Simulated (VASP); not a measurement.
# TiSi2 (Fddd) in VASP: single point with r2SCAN+rVV10

Aim: the single point of TiSi2 with r2SCAN+rVV10.

Program: VASP 6.6.1. These are calculated values, not measurements. Logs are shortened: lines on timing, memory, paths and dates and some standing lists are left out, and cuts for length are marked.

## Step 1: The cell of the first run

Symmetry: Fddd, No. 70, orthorhombic system. The conventional cell has a = 4.779 Å, b = 8.235 Å, c = 8.526 Å, α = 90.00°, β = 90.00°, γ = 90.00°. Ti (site symmetry 222) has 10 Si at 2.55 to 2.78 Å and 4 Ti at 3.20 Å within 3.4 Å. Within 3.3 Å of Si (site symmetry 2) lie 9 Si at 2.52 to 3.20 Å and 5 Ti at 2.55 to 2.78 Å.

## Step 2: Single point, r2SCAN+rVV10

Contents of POSCAR:

```
TiSi2
1.0
    0.0000000000      4.1175163100      4.2628978400
    2.3895119500      0.0000000000      4.2628978400
    2.3895119500      4.1175163100      0.0000000000
Ti Si
2 4
Direct
    0.5000000000      0.5000000000      0.5000000000
    0.7500000000      0.7500000000      0.7500000000
    0.8374343900      0.1625656100      0.8374343900
    0.1625656100      0.8374343900      0.1625656100
    0.0874343900      0.4125656100      0.0874343900
    0.4125656100      0.0874343900      0.4125656100
```

Contents of INCAR.step1:

```
SYSTEM = TiSi2
ALGO = Normal
EDIFF = 1E-4
ENCUT = 520
GGA = PE
ISMEAR = 0
LASPH = .TRUE.
LCHARG = .FALSE.
LREAL = .FALSE.
LWAVE = .TRUE.
NBANDS = 29
NELM = 60
PREC = Accurate
SIGMA = 0.1
```

Contents of INCAR.step2:

```
SYSTEM = TiSi2
ALGO = Normal
BPARAM = 11.95
CPARAM = 0.0093
EDIFF = 1E-6
ENCUT = 520
ISIF = 2
ISMEAR = 0
ISTART = 1
IVDW_NL = 2
LASPH = .TRUE.
LCHARG = .TRUE.
LELF = .TRUE.
LMIXTAU = .TRUE.
LREAL = .FALSE.
LUSE_VDW = .TRUE.
LVHAR = .TRUE.
LWAVE = .FALSE.
METAGGA = R2SCAN
NBANDS = 29
NELM = 60
PREC = Accurate
SIGMA = 0.1
```

Contents of KPOINTS:

```
k-points
0
G
  6 6 6
  0 0 0
```

Potentials or basis: VASP PAW PBE potentials, release 64 (Ti_sv, Si).

Launch:

```
cat potpaw_PBE.64/Ti_sv/POTCAR potpaw_PBE.64/Si/POTCAR > POTCAR
cp INCAR.step1 INCAR
mpirun -np 1 vasp_std > vasp.out
cp INCAR.step2 INCAR
mpirun -np 1 vasp_std > vasp.out
```

OUTCAR:

```text
SYSTEM = TiSi2
   BPARAM = 11.95
   EDIFF = 1E-6
   ENCUT = 520
   ISIF = 2
   ISMEAR = 0
   ISTART = 1
   IVDW_NL = 2
   LASPH = .TRUE.
   LREAL = .FALSE.
   METAGGA = R2SCAN
   NELM = 60
   PREC = Accurate

 ion  position               nearest neighbor table
   1  0.500  0.500  0.500-   5 2.55   6 2.55   5 2.55   6 2.55   4 2.74   4 2.74   3 2.74   3 2.74
                             4 2.78   3 2.78
   2  0.750  0.750  0.750-   3 2.55   4 2.55   3 2.55   4 2.55   5 2.74   6 2.74   5 2.74   6 2.74
                             6 2.78   5 2.78
   3  0.837  0.163  0.837-   6 2.52   6 2.52   2 2.55   2 2.55   4 2.68   1 2.74   1 2.74   1 2.78
                             4 2.79   4 2.79
   4  0.163  0.837  0.163-   5 2.52   5 2.52   2 2.55   2 2.55   3 2.68   1 2.74   1 2.74   1 2.78
                             3 2.79   3 2.79
   5  0.087  0.413  0.087-   4 2.52   4 2.52   1 2.55   1 2.55   6 2.68   2 2.74   2 2.74   2 2.78
                             6 2.79   6 2.79
   6  0.413  0.087  0.413-   3 2.52   3 2.52   1 2.55   1 2.55   5 2.68   2 2.74   2 2.74   2 2.78
                             5 2.79   5 2.79

  LATTYP: Found a face centered orthorhombic cell.
 ALAT       =     4.7790239000
 B/A-ratio  =     1.7231620499
 C/A-ratio  =     1.7840035661

  Lattice vectors:

 A1 = (   0.0000000000,   4.1175163100,   4.2628978400)
 A2 = (   2.3895119500,   0.0000000000,   4.2628978400)
 A3 = (   2.3895119500,   4.1175163100,   0.0000000000)

Analysis of symmetry for initial positions (statically):
=====================================================================
 Subroutine PRICEL returns:
 Original cell was already a primitive cell.

 Routine SETGRP: Setting up the symmetry group for a
 face centered orthorhombic supercell.

 Subroutine GETGRP returns: Found  8 space group operations
 (whereof  4 operations were pure point group operations)
 out of a pool of  8 trial point group operations.

The static configuration has the point symmetry D_2 .
 The point group associated with its full space group is D_2h.

Analysis of symmetry for dynamics (positions and initial velocities):
=====================================================================
 Subroutine PRICEL returns:
 Original cell was already a primitive cell.

 Routine SETGRP: Setting up the symmetry group for a
 face centered orthorhombic supercell.

 Subroutine GETGRP returns: Found  8 space group operations
 (whereof  4 operations were pure point group operations)
 out of a pool of  8 trial point group operations.

The dynamic configuration has the point symmetry D_2 .
 The point group associated with its full space group is D_2h.

 Subroutine INISYM returns: Found  8 space group operations
 (whereof  4 operations are pure point group operations),
 and found     1 'primitive' translations

----------------------------------------------------------------------------------------

                                     Primitive cell

  volume of cell :      83.8841

  direct lattice vectors                    reciprocal lattice vectors
     0.000000000  4.117516310  4.262897840    -0.209247750  0.121432427  0.117291105
     2.389511950  0.000000000  4.262897840     0.209247750 -0.121432427  0.117291105
     2.389511950  4.117516310  0.000000000     0.209247750  0.121432427 -0.117291105

  length of vectors
     5.926739285  4.886928008  4.760641545     0.268863644  0.268863644  0.268863644

  position of ions in fractional coordinates (direct lattice)
     0.500000000  0.500000000  0.500000000
     0.750000000  0.750000000  0.750000000
     0.837434390  0.162565610  0.837434390
     0.162565610  0.837434390  0.162565610
     0.087434390  0.412565610  0.087434390
     0.412565610  0.087434390  0.412565610

  ion indices of the primitive-cell ions
   primitive index   ion index
                 1           1
                 2           2
                 3           3
                 4           4
                 5           5
                 6           6

----------------------------------------------------------------------------------------

 KPOINTS: k-points

Automatic generation of k-mesh.
 Grid dimensions read from file:
 generate k-points for:    6    6    6

 Generating k-lattice:

  Cartesian coordinates                     Fractional coordinates (reciprocal lattice)
    -0.034874625  0.020238738  0.019548518     0.166666667  0.000000000  0.000000000
     0.034874625 -0.020238738  0.019548518     0.000000000  0.166666667  0.000000000
     0.034874625  0.020238738 -0.019548518     0.000000000  0.000000000  0.166666667

  Length of vectors
     0.044810607  0.044810607  0.044810607

  Shift w.r.t. Gamma in fractional coordinates (k-lattice)
     0.000000000  0.000000000  0.000000000

 Subroutine IBZKPT returns following result:
 ===========================================

 Found     46 irreducible k-points:

 Following reciprocal coordinates:
            Coordinates               Weight
  0.000000  0.000000  0.000000      1.000000
  0.166667  0.000000  0.000000      8.000000
  0.333333 -0.000000  0.000000      8.000000
  0.500000  0.000000  0.000000      4.000000
  0.166667  0.166667  0.000000      2.000000
  0.333333  0.166667  0.000000      8.000000
[... 16 lines left out ...]
 -0.166667  0.166667  0.166667      8.000000
  0.500000  0.333333  0.166667      4.000000
 [... further k-points ...]
   k-points           NKPTS =     46   k-points in BZ     NKDIM =     46   number of bands    NBANDS=     29
   number of dos      NEDOS =    301   number of ions     NIONS =      6
   total plane-waves  NPLWV =  62208
   dimension x,y,z NGX =    48 NGY =   36 NGZ =   36
   dimension x,y,z NGXF=    96 NGYF=   72 NGZF=   72
   ions per type =               2   4
   NGX,Y,Z   is equivalent  to a cutoff of  13.46, 12.25, 12.57 a.u.
   NGXF,Y,Z  is equivalent  to a cutoff of  26.93, 24.49, 25.14 a.u.
 SYSTEM =  TiSi2
   PREC   = accura    normal or accurate (medium, high low for compatibility)
   ISTART =      1    job   : 0-new  1-cont  2-samecut
   ICHARG =      0    charge: 1-file 2-atom 10-const
   ISPIN  =      1    spin polarized calculation?
   LNONCOLLINEAR =      F non collinear calculations
   LSORBIT =      F    spin-orbit coupling
   LASPH  =      T    aspherical Exc in radial PAW
   ENCUT  =  520.0 eV  38.22 Ry    6.18 a.u.  11.02  9.09  8.85*2*pi/ulx,y,z
   NELM   =     60;   NELMIN=  2; NELMDL=  0     # of ELM steps
   EDIFF  = 0.1E-05   stopping-criterion for ELM
   LREAL  =      F    real-space projection
   EDIFFG = 0.1E-04   stopping-criterion for IOM
   NSW    =      0    number of steps for IOM
   IBRION =     -1    ionic relax: 0-MD 1-quasi-New 2-CG
   NFREE  =      0    steps in history (QN), initial steepest desc. (CG)
   ISIF   =      2    stress and relaxation
   ISYM   =      2    0-nonsym 1-usesym 2-fastsym
   POTIM  = 0.5000    time-step for ionic-motion
   TEBEG  =    0.0;   TEEND  =   0.0 temperature during run
   PSTRESS=    0.0 pullay stress
   NELECT =      40.0000    total number of electrons
   NUPDOWN=      -1.0000    fix difference up-down
   EMIN   =  10.00;   EMAX   =-10.00  energy-range for DOS
   EFERMI =   0.00;   METHOD = LEGACY
   ISMEAR =     0;   SIGMA  =   0.10  broadening in eV -4-tet -1-fermi 0-gaus
   EFERMI_NEDOS =   21; number of points for ismear=-14 and -15
   IALGO  =     38    algorithm
   IMIX   =      4    mixing-type and parameters
     AMIX     =   0.40;   BMIX     =  1.00
     AMIX_MAG =   1.60;   BMIX_MAG =  1.00
  volume/ion in A,a.u.               =      13.98        94.35
  Fermi-wavevector in a.u.,A,eV,Ry     =   1.278994  2.416947 22.256742  1.635824
  Thomas-Fermi vector in A             =   2.411504
   LORBIT       =      0    0 simple, 1 ext, 2 COOP (PROOUT), +10 PAW based schemes
   METAGGA = R2SCAN    functional components
   LHFCALC =     F    Hartree Fock is set to
   AEXX    =    0.0000 exact exchange contribution
   IVDW_NL    =     2    kernel type
   BPARAM     =11.9500
   IVDW    =     0    specifies the selected vdW correction
   LEPSILON=     F    determine dielectric tensor
   LRPA    =     F    only Hartree local field effects (RPA)
 non-spin polarized calculation
 Gauss-broadening in eV      SIGMA  =   0.10
  energy-cutoff  :      520.00
  volume of cell :       83.88
 maximum number of plane-waves:      2276
 NGX is ok and might be reduce to    48
   NGX = 23   NGY = 19   NGZ = 17

 number of electron      40.0000003 magnetization

 Free energy of the ion-electron system (eV)
  ---------------------------------------------------
  ext. energy  EPLUGINS =         0.00000000
  ---------------------------------------------------
  free energy    TOTEN  =       -63.49053187 eV

  energy without entropy =      -63.48184755  energy(sigma->0) =      -63.48618971

 E-fermi :  10.2941     XC(G=0): -12.5829

 val. band max:       10.2823850901   @ k =   0.5000   0.1667   0.1667
 cond. band min:      10.3139407048   @ k =  -0.3333   0.1667  -0.0000
 fundamental gap:      0.0315556147
 Fermi energy:        10.2940976706

 k-point     1 :       0.0000    0.0000    0.0000
  band No.  band energies     occupation
      1     -48.3976      2.00000
      2     -48.3671      2.00000
      3     -23.7508      2.00000
      4     -23.7210      2.00000
      5     -23.6510      2.00000
      6     -23.6358      2.00000
[... 21 lines left out ...]
     28      14.2032      0.00000
     29      14.2449      0.00000

 k-point     2 :       0.1667    0.0000    0.0000
  band No.  band energies     occupation
      1     -48.3960      2.00000
      2     -48.3686      2.00000
      3     -23.7494      2.00000
      4     -23.7207      2.00000
      5     -23.6582      2.00000
      6     -23.6356      2.00000
[... 21 lines left out ...]
     28      14.3649      0.00000
     29      14.5268      0.00000

 k-point     3 :       0.3333   -0.0000    0.0000
  band No.  band energies     occupation
      1     -48.3922      2.00000
      2     -48.3722      2.00000
      3     -23.7493      2.00000
      4     -23.7162      2.00000
      5     -23.6762      2.00000
      6     -23.6317      2.00000
[... 638 lines left out ...]
      5     -23.6559      2.00000
      6     -23.6443      2.00000
[... 21 lines left out ...]
     28      14.9226      0.00000
     29      15.5063      0.00000

 k-point    24 :       0.5000    0.3333    0.1667
  band No.  band energies     occupation
      1     -48.3888      2.00000
      2     -48.3756      2.00000
      3     -23.7436      2.00000
      4     -23.7046      2.00000
      5     -23.6873      2.00000
      6     -23.6407      2.00000
[... 21 lines left out ...]
     28      14.5183      0.00000
     29      15.0110      0.00000

 [... further k-points ...]

------------------------ aborting loop because EDIFF is reached ----------------------------------------

  FORCE on cell =-STRESS in cart. coord.  units (eV):
  Direction    XX          YY          ZZ          XY          YZ          ZX
  --------------------------------------------------------------------------------------
  -------------------------------------------------------------------------------------
  Total       -0.1017348      0.0118337     -0.8498496      0.0000000      0.0000000      0.0000000
  in kB       -1.9431246      0.2260226    -16.2320436      0.0000000      0.0000000      0.0000000
  external PRESSURE =      -5.9830485 kB  Pullay stress =       0.0000000 kB

 VOLUME and BASIS-vectors are now :
 -----------------------------------------------------------------------------
  energy-cutoff  :      520.00
  volume of cell :       83.88
      direct lattice vectors                 reciprocal lattice vectors
     0.000000000  4.117516310  4.262897840    -0.209247750  0.121432427  0.117291105
     2.389511950  0.000000000  4.262897840     0.209247750 -0.121432427  0.117291105
     2.389511950  4.117516310  0.000000000     0.209247750  0.121432427 -0.117291105

 POSITION                                       TOTAL-FORCE (eV/Angst)
 -----------------------------------------------------------------------------------
      2.38951      4.11752      4.26290         0.000000      0.000000      0.000000
      3.58427      6.17627      6.39435        -0.000000      0.000000     -0.000000
      2.38951      6.89630      4.26290         0.000000     -0.038234     -0.000000
      2.38951      1.33873      4.26290         0.000000      0.038234     -0.000000
      1.19476      0.72003      2.13145        -0.000000     -0.038234     -0.000000
      1.19476      3.39749      2.13145        -0.000000      0.038234     -0.000000
 -----------------------------------------------------------------------------------
    total drift:                               -0.000000     -0.000000      0.000000

  FREE ENERGIE OF THE ION-ELECTRON SYSTEM (eV)
  ---------------------------------------------------
  free  energy   TOTEN  =       -63.4905318666 eV

  energy  without entropy=      -63.4818475490  energy(sigma->0) =      -63.48618971
```

It took 8.8 min on 1 thread of AMD EPYC 7R13 (Zen 3), shared host; peak memory 0.51 GiB.

What came out:

* Free energy: -63.4905 eV
* Pressure: -0.6 GPa
* Largest force: 0.038 eV/Å
* Band gap on the k mesh: zero (bands 20 and 21 overlap by 1.89 eV)

Forces in eV/Å, atoms in the order of the input:
```
Ti   0.000  0.000  0.000
Ti   0.000  0.000  0.000
Si   0.000 -0.038  0.000
Si   0.000  0.038  0.000
Si   0.000 -0.038  0.000
Si   0.000  0.038  0.000
```

Stress tensor (GPa, compression positive):
```
-0.19  0.00  0.00
 0.00  0.02  0.00
 0.00  0.00 -1.62
```

Levels at points of the mesh, in eV from the Fermi level:
```
           k point  band 18  band 19  band 20  band 21  band 22  band 23
(0.00, 0.00, 0.00)    -2.40    -2.09    -1.64    -1.06     2.19     3.30
(0.50, 0.00, 0.00)    -1.19    -0.09     0.10     0.97     1.41     1.70
(0.50, 0.50, 0.00)    -1.86    -1.14    -1.14     0.74     0.74     3.35
(0.50, 0.00, 0.50)    -2.60    -1.00    -1.00     1.32     1.32     3.51
(0.00, 0.50, 0.50)    -1.24    -0.79    -0.79     0.84     0.84     2.39
```

Caveat: the PAW data sets were made with another functional, which shifts forces and pressure a little.
